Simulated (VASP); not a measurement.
# SnO2 (Pa-3) in VASP: notebook

Runs on SnO2. Level: r2SCAN. Tasks: single point.

All numbers are computed with VASP 6.6.1; they aren't measurements. Logs are shortened: lines on timing, memory, paths and dates and some standing lists are left out, and cuts for length are marked.

### 1 The cell of the first run

It takes space group Pa-3 (No. 205, cubic). The conventional cell has a = 5.101 Å, b = 5.101 Å, c = 5.101 Å, α = 90.00°, β = 90.00°, γ = 90.00°. Sn (site symmetry -3) has 6 O at 2.08 Å within 2.8 Å. O (site symmetry 3) has 4 Sn at 2.08 to 3.00 Å and 13 O at 2.71 to 3.16 Å within 3.2 Å.

### 2 Single point, r2SCAN

POSCAR reads:

```
SnO2
1.0
    5.1011480293      0.0000000000      0.0000000000
    0.0000000000      5.1011480293      0.0000000000
    0.0000000000      0.0000000000      5.1011480293
Sn O
4 8
Direct
    0.0000000000      0.5000000000      0.5000000000
    0.5000000000      0.5000000000      0.0000000000
    0.5000000000      0.0000000000      0.5000000000
    0.0000000000      0.0000000000      0.0000000000
    0.3397299931      0.1602700069      0.8397299931
    0.1602700069      0.8397299931      0.3397299931
    0.8397299931      0.3397299931      0.1602700069
    0.6602700069      0.6602700069      0.6602700069
    0.3397299931      0.3397299931      0.3397299931
    0.1602700069      0.6602700069      0.8397299931
    0.8397299931      0.1602700069      0.6602700069
    0.6602700069      0.8397299931      0.1602700069
```

INCAR.step1 reads:

```
SYSTEM = SnO2
PREC = Accurate ; ENCUT = 520
ISMEAR = 0 ; SIGMA = 0.05
LREAL = .False. ; LASPH = .True.
NELM = 80 ; NBANDS = 64
GGA = PE ; ALGO = Normal
EDIFF = 1E-4 ; LWAVE = .True.
LCHARG = .False.
```

INCAR.step2 reads:

```
SYSTEM = SnO2
PREC = Accurate ; ENCUT = 520
EDIFF = 1E-7 ; ISMEAR = 0
SIGMA = 0.05 ; LREAL = .False.
LASPH = .True. ; NELM = 80
ALGO = Normal ; ISIF = 2
LWAVE = .False. ; LCHARG = .False.
METAGGA = R2SCAN ; LMIXTAU = .True.
NBANDS = 64 ; ISTART = 1
```

KPOINTS reads:

```
Automatic mesh
0
Gamma
  4 4 4
  0 0 0
```

Potentials or basis: VASP PAW PBE potentials, release 64 (Sn_d, O).

Command:

```
$ cat potpaw_PBE.64/Sn_d/POTCAR potpaw_PBE.64/O/POTCAR > POTCAR
$ cp INCAR.step1 INCAR
$ mpirun -np 1 vasp_std > vasp.out
$ cp INCAR.step2 INCAR
$ mpirun -np 1 vasp_std > vasp.out
```

OUTCAR:

```text
SYSTEM = SnO2
   PREC = Accurate
   ENCUT = 520
   EDIFF = 1E-7
   ISMEAR = 0
   LREAL = .False.
   LASPH = .True.
   NELM = 80
   ISIF = 2
   METAGGA = R2SCAN
   ISTART = 1

 ion  position               nearest neighbor table
   1  0.000  0.500  0.500-   6 2.08   7 2.08   8 2.08   9 2.08  10 2.08  11 2.08   2 3.61   3 3.61
                             4 3.61   2 3.61   4 3.61   3 3.61   4 3.61   4 3.61   2 3.61   3 3.61
   2  0.500  0.500  0.000-   5 2.08   7 2.08   8 2.08   9 2.08  10 2.08  12 2.08   1 3.61   3 3.61
                             4 3.61   1 3.61   3 3.61   3 3.61   4 3.61   3 3.61   1 3.61   4 3.61
   3  0.500  0.000  0.500-   5 2.08   6 2.08   8 2.08   9 2.08  11 2.08  12 2.08   1 3.61   2 3.61
                             4 3.61   2 3.61   4 3.61   1 3.61   2 3.61   2 3.61   1 3.61   4 3.61
   4  0.000  0.000  0.000-   5 2.08   6 2.08   7 2.08  10 2.08  11 2.08  12 2.08   1 3.61   2 3.61
                             3 3.61   1 3.61   3 3.61   1 3.61   2 3.61   1 3.61   2 3.61   3 3.61
   5  0.340  0.160  0.840-   2 2.08   3 2.08   4 2.08
   6  0.160  0.840  0.340-   1 2.08   3 2.08   4 2.08
   7  0.840  0.340  0.160-   1 2.08   2 2.08   4 2.08
   8  0.660  0.660  0.660-   1 2.08   2 2.08   3 2.08
   9  0.340  0.340  0.340-   1 2.08   2 2.08   3 2.08
  10  0.160  0.660  0.840-   1 2.08   2 2.08   4 2.08
  11  0.840  0.160  0.660-   1 2.08   3 2.08   4 2.08
  12  0.660  0.840  0.160-   2 2.08   3 2.08   4 2.08

  LATTYP: Found a simple cubic cell.
 ALAT       =     5.1011480293

  Lattice vectors:

 A1 = (   5.1011480293,   0.0000000000,   0.0000000000)
 A2 = (   0.0000000000,   5.1011480293,   0.0000000000)
 A3 = (   0.0000000000,   0.0000000000,   5.1011480293)

Analysis of symmetry for initial positions (statically):
=====================================================================
 Subroutine PRICEL returns:
 Original cell was already a primitive cell.

 Routine SETGRP: Setting up the symmetry group for a
 simple cubic supercell.

 Subroutine GETGRP returns: Found 24 space group operations
 (whereof  6 operations were pure point group operations)
 out of a pool of 48 trial point group operations.

The static configuration has the point symmetry S_6 .
 The point group associated with its full space group is T_h .

Analysis of symmetry for dynamics (positions and initial velocities):
=====================================================================
 Subroutine PRICEL returns:
 Original cell was already a primitive cell.

 Routine SETGRP: Setting up the symmetry group for a
 simple cubic supercell.

 Subroutine GETGRP returns: Found 24 space group operations
 (whereof  6 operations were pure point group operations)
 out of a pool of 48 trial point group operations.

The dynamic configuration has the point symmetry S_6 .
 The point group associated with its full space group is T_h .

 Subroutine INISYM returns: Found 24 space group operations
 (whereof  6 operations are pure point group operations),
 and found     1 'primitive' translations

----------------------------------------------------------------------------------------

                                     Primitive cell

  volume of cell :     132.7406

  direct lattice vectors                    reciprocal lattice vectors
     5.101148029  0.000000000  0.000000000     0.196034303  0.000000000  0.000000000
     0.000000000  5.101148029  0.000000000     0.000000000  0.196034303  0.000000000
     0.000000000  0.000000000  5.101148029     0.000000000  0.000000000  0.196034303

  length of vectors
     5.101148029  5.101148029  5.101148029     0.196034303  0.196034303  0.196034303

  position of ions in fractional coordinates (direct lattice)
     0.000000000  0.500000000  0.500000000
     0.500000000  0.500000000  0.000000000
     0.500000000  0.000000000  0.500000000
     0.000000000  0.000000000  0.000000000
     0.339729993  0.160270007  0.839729993
     0.160270007  0.839729993  0.339729993
     0.839729993  0.339729993  0.160270007
     0.660270007  0.660270007  0.660270007
     0.339729993  0.339729993  0.339729993
     0.160270007  0.660270007  0.839729993
     0.839729993  0.160270007  0.660270007
     0.660270007  0.839729993  0.160270007

  ion indices of the primitive-cell ions
   primitive index   ion index
                 1           1
                 2           2
                 3           3
                 4           4
                 5           5
                 6           6
                 7           7
                 8           8
                 9           9
                10          10
                11          11
                12          12

----------------------------------------------------------------------------------------

 KPOINTS: Automatic mesh

Automatic generation of k-mesh.
 Grid dimensions read from file:
 generate k-points for:    4    4    4

 Generating k-lattice:

  Cartesian coordinates                     Fractional coordinates (reciprocal lattice)
     0.049008576  0.000000000  0.000000000     0.250000000  0.000000000  0.000000000
     0.000000000  0.049008576  0.000000000     0.000000000  0.250000000  0.000000000
     0.000000000  0.000000000  0.049008576     0.000000000  0.000000000  0.250000000

  Length of vectors
     0.049008576  0.049008576  0.049008576

  Shift w.r.t. Gamma in fractional coordinates (k-lattice)
     0.000000000  0.000000000  0.000000000

 Subroutine IBZKPT returns following result:
 ===========================================

 Found     11 irreducible k-points:

 Following reciprocal coordinates:
            Coordinates               Weight
  0.000000  0.000000  0.000000      1.000000
  0.250000  0.000000  0.000000      6.000000
  0.500000  0.000000  0.000000      3.000000
  0.250000  0.250000  0.000000     12.000000
  0.500000  0.250000  0.000000      6.000000
 -0.250000  0.500000  0.000000      6.000000
  0.500000  0.500000  0.000000      3.000000
  0.250000  0.250000  0.250000      8.000000
  0.500000  0.250000  0.250000     12.000000
  0.500000  0.500000  0.250000      6.000000
  0.500000  0.500000  0.500000      1.000000
   k-points           NKPTS =     11   k-points in BZ     NKDIM =     11   number of bands    NBANDS=     64
   number of dos      NEDOS =    301   number of ions     NIONS =     12
   total plane-waves  NPLWV =  64000
   dimension x,y,z NGX =    40 NGY =   40 NGZ =   40
   dimension x,y,z NGXF=    80 NGYF=   80 NGZF=   80
   ions per type =               4   8
   NGX,Y,Z   is equivalent  to a cutoff of  13.04, 13.04, 13.04 a.u.
   NGXF,Y,Z  is equivalent  to a cutoff of  26.07, 26.07, 26.07 a.u.
 SYSTEM =  SnO2
   PREC   = accura    normal or accurate (medium, high low for compatibility)
   ISTART =      1    job   : 0-new  1-cont  2-samecut
   ICHARG =      0    charge: 1-file 2-atom 10-const
   ISPIN  =      1    spin polarized calculation?
   LNONCOLLINEAR =      F non collinear calculations
   LSORBIT =      F    spin-orbit coupling
   LASPH  =      T    aspherical Exc in radial PAW
   ENCUT  =  520.0 eV  38.22 Ry    6.18 a.u.   9.48  9.48  9.48*2*pi/ulx,y,z
   NELM   =     80;   NELMIN=  2; NELMDL=  0     # of ELM steps
   EDIFF  = 0.1E-06   stopping-criterion for ELM
   LREAL  =      F    real-space projection
   EDIFFG = 0.1E-05   stopping-criterion for IOM
   NSW    =      0    number of steps for IOM
   IBRION =     -1    ionic relax: 0-MD 1-quasi-New 2-CG
   NFREE  =      0    steps in history (QN), initial steepest desc. (CG)
   ISIF   =      2    stress and relaxation
   ISYM   =      2    0-nonsym 1-usesym 2-fastsym
   POTIM  = 0.5000    time-step for ionic-motion
   TEBEG  =    0.0;   TEEND  =   0.0 temperature during run
   PSTRESS=    0.0 pullay stress
   NELECT =     104.0000    total number of electrons
   NUPDOWN=      -1.0000    fix difference up-down
   EMIN   =  10.00;   EMAX   =-10.00  energy-range for DOS
   EFERMI =   0.00;   METHOD = LEGACY
   ISMEAR =     0;   SIGMA  =   0.05  broadening in eV -4-tet -1-fermi 0-gaus
   EFERMI_NEDOS =   21; number of points for ismear=-14 and -15
   IALGO  =     38    algorithm
   IMIX   =      4    mixing-type and parameters
     AMIX     =   0.40;   BMIX     =  1.00
     AMIX_MAG =   1.60;   BMIX_MAG =  1.00
  volume/ion in A,a.u.               =      11.06        74.65
  Fermi-wavevector in a.u.,A,eV,Ry     =   1.509216  2.852004 30.990431  2.277732
  Thomas-Fermi vector in A             =   2.619567
   LORBIT       =      0    0 simple, 1 ext, 2 COOP (PROOUT), +10 PAW based schemes
   METAGGA = R2SCAN    functional components
   LHFCALC =     F    Hartree Fock is set to
   AEXX    =    0.0000 exact exchange contribution
   IVDW    =     0    specifies the selected vdW correction
   LEPSILON=     F    determine dielectric tensor
   LRPA    =     F    only Hartree local field effects (RPA)
 non-spin polarized calculation
 Gauss-broadening in eV      SIGMA  =   0.05
  energy-cutoff  :      520.00
  volume of cell :      132.74
 maximum number of plane-waves:      3585
 NGX is ok and might be reduce to    40
   NGX = 19   NGY = 19   NGZ = 19

 number of electron     104.0000071 magnetization

 Free energy of the ion-electron system (eV)
  ---------------------------------------------------
  ext. energy  EPLUGINS =         0.00000000
  ---------------------------------------------------
  free energy    TOTEN  =      -168.09155294 eV

  energy without entropy =     -168.09155294  energy(sigma->0) =     -168.09155294

 E-fermi :   6.9535     XC(G=0): -12.6576

 val. band max:        6.6907971002   @ k =   0.5000   0.0000   0.0000
 cond. band min:       8.3338229209   @ k =   0.0000   0.0000   0.0000
 fundamental gap:      1.6430258207
 Fermi energy:         6.9534675450

 k-point     1 :       0.0000    0.0000    0.0000
  band No.  band energies     occupation
      1     -14.8175      2.00000
      2     -14.8175      2.00000
      3     -14.8175      2.00000
      4     -13.8392      2.00000
      5     -13.8392      2.00000
      6     -13.8392      2.00000
[... 726 lines left out ...]
     63      19.0828      0.00000
     64      19.0828      0.00000

------------------------ aborting loop because EDIFF is reached ----------------------------------------

  FORCE on cell =-STRESS in cart. coord.  units (eV):
  Direction    XX          YY          ZZ          XY          YZ          ZX
  --------------------------------------------------------------------------------------
  -------------------------------------------------------------------------------------
  Total        0.8717424      0.8717424      0.8717424     -0.0000000     -0.0000000      0.0000000
  in kB       10.5219195     10.5219195     10.5219195     -0.0000000     -0.0000000      0.0000000
  external PRESSURE =      10.5219195 kB  Pullay stress =       0.0000000 kB

 VOLUME and BASIS-vectors are now :
 -----------------------------------------------------------------------------
  energy-cutoff  :      520.00
  volume of cell :      132.74
      direct lattice vectors                 reciprocal lattice vectors
     5.101148029  0.000000000  0.000000000     0.196034303  0.000000000  0.000000000
     0.000000000  5.101148029  0.000000000     0.000000000  0.196034303  0.000000000
     0.000000000  0.000000000  5.101148029     0.000000000  0.000000000  0.196034303

 POSITION                                       TOTAL-FORCE (eV/Angst)
 -----------------------------------------------------------------------------------
      0.00000      2.55057      2.55057         0.000000      0.000000     -0.000000
      2.55057      2.55057      0.00000         0.000000      0.000000     -0.000000
      2.55057      0.00000      2.55057         0.000000      0.000000     -0.000000
      0.00000      0.00000      0.00000         0.000000      0.000000     -0.000000
      1.73301      0.81756      4.28359         0.003393     -0.003393      0.003393
      0.81756      4.28359      1.73301        -0.003393      0.003393      0.003393
      4.28359      1.73301      0.81756         0.003393      0.003393     -0.003393
      3.36814      3.36814      3.36814        -0.003393     -0.003393     -0.003393
      1.73301      1.73301      1.73301         0.003393      0.003393      0.003393
      0.81756      3.36814      4.28359        -0.003393     -0.003393      0.003393
      4.28359      0.81756      3.36814         0.003393     -0.003393     -0.003393
      3.36814      4.28359      0.81756        -0.003393      0.003393     -0.003393
 -----------------------------------------------------------------------------------
    total drift:                               -0.000000     -0.000000     -0.000000

  FREE ENERGIE OF THE ION-ELECTRON SYSTEM (eV)
  ---------------------------------------------------
  free  energy   TOTEN  =      -168.0915529415 eV

  energy  without entropy=     -168.0915529415  energy(sigma->0) =     -168.09155294
```

Wall time 8.3 min (1 thread of Intel Xeon 8259CL, shared host); peak memory 0.29 GiB.

What came out:

```
Free energy            : -168.0916 eV
Pressure               : 1.1 GPa
Largest force          : 0.006 eV/Å
Band gap on the k mesh : 1.64 eV (least direct gap 1.71 eV)
```

Forces in eV/Å, atoms in the order of the input:
```
Sn   0.000  0.000  0.000
Sn   0.000  0.000  0.000
Sn   0.000  0.000  0.000
Sn   0.000  0.000  0.000
O    0.003 -0.003  0.003
O   -0.003  0.003  0.003
O    0.003  0.003 -0.003
O   -0.003 -0.003 -0.003
O    0.003  0.003  0.003
O   -0.003 -0.003  0.003
O    0.003 -0.003 -0.003
O   -0.003  0.003 -0.003
```

Caveat: the PAW data sets were made with another functional, which shifts forces and pressure a little; spin-orbit coupling is left out, which moves the levels of the heavy elements. A k mesh can miss the band edges.

### 3 Single point, r2SCAN

This run uses another cell than the first one, of 11.55 Å³/atom.

POSCAR reads:

```
SnO2
1.0
    5.1752560000      0.0000000000      0.0000000000
    0.0000000000      5.1752560000      0.0000000000
    0.0000000000      0.0000000000      5.1752560000
Sn O
4 8
Direct
    0.0000000000      0.5000000000      0.5000000000
    0.5000000000      0.5000000000      0.0000000000
    0.5000000000      0.0000000000      0.5000000000
    0.0000000000      0.0000000000      0.0000000000
    0.3389020000      0.1610980000      0.8389020000
    0.1610980000      0.8389020000      0.3389020000
    0.8389020000      0.3389020000      0.1610980000
    0.6610980000      0.6610980000      0.6610980000
    0.3389020000      0.3389020000      0.3389020000
    0.1610980000      0.6610980000      0.8389020000
    0.8389020000      0.1610980000      0.6610980000
    0.6610980000      0.8389020000      0.1610980000
```

INCAR.step1 reads:

```
SYSTEM = SnO2
PREC = Accurate
ENCUT = 520
ISMEAR = 0
SIGMA = 0.1
LREAL = .False.
LASPH = .True.
NELM = 80
NBANDS = 64
GGA = PE
ALGO = Normal
EDIFF = 1E-4
LWAVE = .True.
LCHARG = .False.
```

INCAR.step2 reads:

```
SYSTEM = SnO2
PREC = Accurate
ENCUT = 520
EDIFF = 1E-6
ISMEAR = 0
SIGMA = 0.1
LREAL = .False.
LASPH = .True.
NELM = 80
ALGO = Normal
ISIF = 2
LWAVE = .False.
LCHARG = .False.
METAGGA = R2SCAN
LMIXTAU = .True.
NBANDS = 64
ISTART = 1
```

KPOINTS reads:

```
regular mesh
0
Gamma
  4 4 4
  0 0 0
```

Potentials or basis: VASP PAW PBE potentials, release 64 (Sn_d, O).

Command:

```
$ cat potpaw_PBE.64/Sn_d/POTCAR potpaw_PBE.64/O/POTCAR > POTCAR
$ cp INCAR.step1 INCAR
$ mpirun -np 1 vasp_std > vasp.out
$ cp INCAR.step2 INCAR
$ mpirun -np 1 vasp_std > vasp.out
```

It took 5.8 min on 1 thread of Intel Xeon 8259CL, shared host; peak memory 0.29 GiB.

It converged, with:

* Free energy: -167.9668 eV
* Pressure: -8.1 GPa
* Largest force: 0.011 eV/Å
* Band gap on the k mesh: 1.15 eV (least direct gap 1.20 eV)

Forces in eV/Å, atoms in the order of the input:
```
Sn   0.000  0.000  0.000
Sn   0.000  0.000  0.000
Sn   0.000  0.000  0.000
Sn   0.000  0.000  0.000
O   -0.007  0.007 -0.007
O    0.007 -0.007 -0.007
O   -0.007 -0.007  0.007
O    0.007  0.007  0.007
O   -0.007 -0.007 -0.007
O    0.007  0.007 -0.007
O   -0.007  0.007  0.007
O    0.007 -0.007  0.007
```

Levels at points of the mesh, in eV from the valence-band top:
```
           k point  band 48  band 49  band 50  band 51  band 52  band 53  band 54  band 55  band 56  band 57
(0.00, 0.00, 0.00)    -0.68    -0.24    -0.06    -0.06    -0.06     1.15     6.48     6.48     6.48     8.19
(0.50, 0.00, 0.00)    -0.69    -0.45    -0.45     0.00     0.00     4.27     4.27     5.58     5.58     8.54
(0.50, 0.50, 0.00)    -1.13    -0.30    -0.30    -0.30    -0.30     5.19     5.19     5.19     5.19     8.62
(0.50, 0.50, 0.50)    -1.16    -0.62    -0.62    -0.62    -0.62     5.69     5.69     5.69     5.69     8.07
```

Caveat: the cell stands under tension; the PAW data sets were made with another functional, which shifts forces and pressure a little; spin-orbit coupling is left out, which moves the levels of the heavy elements.
